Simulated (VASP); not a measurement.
# ZrSi2 (Cmcm) in VASP: single point with PBE

Aim: the single point of ZrSi2 with PBE.

Everything below comes from runs of VASP 6.6.1. Logs are shortened: lines on timing, memory, paths and dates and some standing lists are left out, and cuts for length are marked.

### 1 The cell of the first run

The structure is orthorhombic, space group Cmcm (No. 63). Conventional cell: a = 3.761 Å, b = 14.771 Å, c = 3.710 Å, α = 90.00°, β = 90.00°, γ = 90.00°. Within 3.6 Å of Zr (site symmetry m2m) lie 10 Si at 2.75 to 3.00 Å. Within 3.5 Å of Si (site symmetry m2m) lie 8 Si at 2.64 to 3.46 Å and 4 Zr at 2.84 to 2.85 Å. Within 3.2 Å of Si (site symmetry m2m) lie 2 Si at 2.44 Å and 6 Zr at 2.75 to 3.00 Å.

### 2 Single point, PBE

Input file INCAR:

```
ALGO = Normal ; EDIFF = 1E-7
ENCUT = 520 ; GGA = PE
ISIF = 2 ; ISMEAR = 1
LASPH = True ; LCHARG = False
LREAL = False ; LWAVE = False
NBANDS = 29 ; NELM = 100
PREC = Accurate ; SIGMA = 0.1483
```

Input file KPOINTS:

```
k-points
0
Gamma
  6 6 6
```

Input file POSCAR:

```
ZrSi2
1.0
    3.7608730000     -0.0000001273      0.0000000000
    1.8804362500     -7.3852620637      0.0000000000
    0.0000000000      0.0000000000     -3.7103230000
Zr Si
2 4
Direct
    0.1047308033      0.7905383934      0.7500000000
    0.8952691967      0.2094616066      0.2500000000
    0.7499855572      0.5000288856      0.7500000000
    0.2500144428      0.4999711144      0.2500000000
    0.4465096351      0.1069807299      0.7500000000
    0.5534903649      0.8930192701      0.2500000000
```

Potentials or basis: VASP PAW PBE potentials, release 64 (Zr_sv, Si).

Run with:

```
> cat potpaw_PBE.64/Zr_sv/POTCAR potpaw_PBE.64/Si/POTCAR > POTCAR
> mpirun -np 1 vasp_std > vasp.out
```

OUTCAR:

```text
EDIFF = 1E-7
   ENCUT = 520
   GGA = PE
   ISIF = 2
   ISMEAR = 1
   LASPH = True
   LREAL = False
   NELM = 100
   PREC = Accurate

 ion  position               nearest neighbor table
   1  0.105  0.791  0.750-   6 2.75   6 2.75   6 2.75   6 2.75   4 2.84   4 2.84   3 2.85   3 2.85
                             5 3.00   5 3.00   2 3.61   2 3.61
   2  0.895  0.209  0.250-   5 2.75   5 2.75   5 2.75   5 2.75   3 2.84   3 2.84   4 2.85   4 2.85
                             6 3.00   6 3.00   1 3.61   1 3.61
   3  0.750  0.500  0.750-   4 2.64   4 2.64   4 2.64   4 2.64   2 2.84   2 2.84   1 2.85   1 2.85

   4  0.250  0.500  0.250-   3 2.64   3 2.64   3 2.64   3 2.64   1 2.84   1 2.84   2 2.85   2 2.85

   5  0.447  0.107  0.750-   6 2.44   6 2.44   2 2.75   2 2.75   2 2.75   2 2.75   1 3.00   1 3.00

   6  0.553  0.893  0.250-   5 2.44   5 2.44   1 2.75   1 2.75   1 2.75   1 2.75   2 3.00   2 3.00

  LATTYP: Found a base centered orthorhombic cell.
 ALAT       =     3.7608730000
 B/A-ratio  =     3.9274189796
 C/A-ratio  =     0.9865589718

  Lattice vectors:

 A1 = (   1.8804367500,   7.3852619364,   0.0000000000)
 A2 = (   1.8804362500,  -7.3852620637,   0.0000000000)
 A3 = (   0.0000000000,   0.0000000000,  -3.7103230000)

Analysis of symmetry for initial positions (statically):
=====================================================================
 Subroutine PRICEL returns:
 Original cell was already a primitive cell.

 Routine SETGRP: Setting up the symmetry group for a
 base centered orthorhombic supercell.

 Subroutine GETGRP returns: Found  8 space group operations
 (whereof  4 operations were pure point group operations)
 out of a pool of  8 trial point group operations.

The static configuration has the point symmetry C_2h.
 The point group associated with its full space group is D_2h.

Analysis of symmetry for dynamics (positions and initial velocities):
=====================================================================
 Subroutine PRICEL returns:
 Original cell was already a primitive cell.

 Routine SETGRP: Setting up the symmetry group for a
 base centered orthorhombic supercell.

 Subroutine GETGRP returns: Found  8 space group operations
 (whereof  4 operations were pure point group operations)
 out of a pool of  8 trial point group operations.

The dynamic configuration has the point symmetry C_2h.
[... 103 lines left out ...]
   LNONCOLLINEAR =      F non collinear calculations
   LSORBIT =      F    spin-orbit coupling
   LASPH  =      T    aspherical Exc in radial PAW
   ENCUT  =  520.0 eV  38.22 Ry    6.18 a.u.   6.99 14.17  6.90*2*pi/ulx,y,z
   NELM   =    100;   NELMIN=  2; NELMDL= -5     # of ELM steps
   EDIFF  = 0.1E-06   stopping-criterion for ELM
   LREAL  =      F    real-space projection
   EDIFFG = 0.1E-05   stopping-criterion for IOM
   NSW    =      0    number of steps for IOM
   IBRION =     -1    ionic relax: 0-MD 1-quasi-New 2-CG
   NFREE  =      0    steps in history (QN), initial steepest desc. (CG)
   ISIF   =      2    stress and relaxation
   ISYM   =      2    0-nonsym 1-usesym 2-fastsym
   POTIM  = 0.5000    time-step for ionic-motion
   TEBEG  =    0.0;   TEEND  =   0.0 temperature during run
   PSTRESS=    0.0 pullay stress
   NELECT =      40.0000    total number of electrons
   NUPDOWN=      -1.0000    fix difference up-down
   EMIN   =  10.00;   EMAX   =-10.00  energy-range for DOS
   EFERMI =   0.00;   METHOD = LEGACY
   ISMEAR =     1;   SIGMA  =   0.15  broadening in eV -4-tet -1-fermi 0-gaus
   EFERMI_NEDOS =   21; number of points for ismear=-14 and -15
   IALGO  =     38    algorithm
   IMIX   =      4    mixing-type and parameters
     AMIX     =   0.40;   BMIX     =  1.00
     AMIX_MAG =   1.60;   BMIX_MAG =  1.00
  volume/ion in A,a.u.               =      17.18       115.91
  Fermi-wavevector in a.u.,A,eV,Ry     =   1.194188  2.256688 19.403067  1.426085
  Thomas-Fermi vector in A             =   2.330184
   LORBIT       =      0    0 simple, 1 ext, 2 COOP (PROOUT), +10 PAW based schemes
   GGA     = PE    functional components
   LHFCALC =     F    Hartree Fock is set to
   AEXX    =    0.0000 exact exchange contribution
   IVDW    =     0    specifies the selected vdW correction
   LEPSILON=     F    determine dielectric tensor
   LRPA    =     F    only Hartree local field effects (RPA)
 non-spin polarized calculation
 Methfessel and Paxton  Order N= 1 SIGMA  =   0.15
  energy-cutoff  :      520.00
  volume of cell :      103.05
 maximum number of plane-waves:      2792
   NGX = 13   NGY = 29   NGZ = 13

 number of electron      39.9999999 magnetization

 Free energy of the ion-electron system (eV)
  ---------------------------------------------------
  ext. energy  EPLUGINS =         0.00000000
  ---------------------------------------------------
  free energy    TOTEN  =       -42.68676766 eV

  energy without entropy =      -42.68873537  energy(sigma->0) =      -42.68742356

 E-fermi :   9.7658     XC(G=0): -11.1564

 val. band max:        9.7636866472   @ k =  -0.0000   0.5000   0.5000
 cond. band min:       9.7749485843   @ k =   0.0000   0.3333   0.5000
 fundamental gap:      0.0112619370
 Fermi energy:         9.7658276055

 k-point     1 :       0.0000    0.0000    0.0000
  band No.  band energies     occupation
      1     -39.1545      2.00000
      2     -39.1423      2.00000
      3     -17.3600      2.00000
      4     -17.2403      2.00000
      5     -17.2184      2.00000
      6     -17.2030      2.00000
[... 757 lines left out ...]
     28      13.4776      0.00000
     29      13.6294      0.00000

 [... further k-points ...]
[... 5 lines left out ...]
  --------------------------------------------------------------------------------------
  -------------------------------------------------------------------------------------
  Total       -2.0507003     -1.0293105     -2.2875447      0.0000000     -0.0000000      0.0000000
  in kB      -31.8820686    -16.0026054    -35.5642691      0.0000005     -0.0000000      0.0000000
  external PRESSURE =     -27.8163144 kB  Pullay stress =       0.0000000 kB

 VOLUME and BASIS-vectors are now :
 -----------------------------------------------------------------------------
  energy-cutoff  :      520.00
  volume of cell :      103.05
      direct lattice vectors                 reciprocal lattice vectors
     3.760873000 -0.000000127  0.000000000     0.265895713  0.067702396  0.000000000
     1.880436250 -7.385262064  0.000000000    -0.000000005 -0.135404810  0.000000000
     0.000000000  0.000000000 -3.710323000     0.000000000  0.000000000 -0.269518314

 POSITION                                       TOTAL-FORCE (eV/Angst)
 -----------------------------------------------------------------------------------
      1.88044     -5.83833     -2.78274         0.000000      0.010368      0.000000
      3.76087     -1.54693     -0.92758        -0.000000     -0.010368      0.000000
      3.76087     -3.69284     -2.78274         0.000000      0.004360      0.000000
      1.88044     -3.69242     -0.92758        -0.000000     -0.004360      0.000000
      1.88044     -0.79008     -2.78274         0.000000      0.008650     -0.000000
      3.76087     -6.59518     -0.92758        -0.000000     -0.008650      0.000000
 -----------------------------------------------------------------------------------
    total drift:                               -0.000000      0.000000     -0.000000

  FREE ENERGIE OF THE ION-ELECTRON SYSTEM (eV)
  ---------------------------------------------------
  free  energy   TOTEN  =       -42.6867676618 eV

  energy  without entropy=      -42.6887353666  energy(sigma->0) =      -42.68742356
```

Wall time 4.9 min (1 thread of AMD EPYC 7R13, shared host); peak memory 0.25 GiB.

What came out:

```yaml
Free_energy: -42.6868 eV
Pressure: -2.8 GPa
Largest_force: 0.010 eV/Å
Band_gap_on_the_k_mesh: zero (band 20 reaches 10.07 eV, above the bottom of band 21 at 9.31 eV)
```

Forces in eV/Å, atoms in the order of the input:
```
Zr   0.000  0.010  0.000
Zr   0.000 -0.010  0.000
Si   0.000  0.004  0.000
Si   0.000 -0.004  0.000
Si   0.000  0.009  0.000
Si   0.000 -0.009  0.000
```

Stress tensor (GPa, compression positive):
```
-3.19  0.00  0.00
 0.00 -1.60  0.00
 0.00  0.00 -3.56
```

Levels at points of the mesh, in eV from the Fermi level:
```tsv
k point	band 17	band 18	band 19	band 20	band 21	band 22	band 23	band 24
(0.00, 0.00, 0.00)	-2.43	-2.36	-2.33	-0.19	0.98	1.37	1.45	1.47
(0.50, 0.00, 0.00)	-1.76	-1.49	-0.82	-0.48	-0.45	0.77	0.86	2.02
(0.00, 0.50, 0.00)	-2.59	-2.01	-1.42	0.19	0.90	1.05	1.34	1.59
(0.00, 0.00, 0.50)	-1.86	-1.86	-0.14	-0.14	0.14	0.14	1.46	1.46
(0.50, 0.00, 0.50)	-3.20	-3.20	-2.18	-2.18	2.13	2.13	2.86	2.86
(0.00, 0.50, 0.50)	-2.28	-2.28	-0.96	-0.96	0.00	0.00	2.17	2.17
```
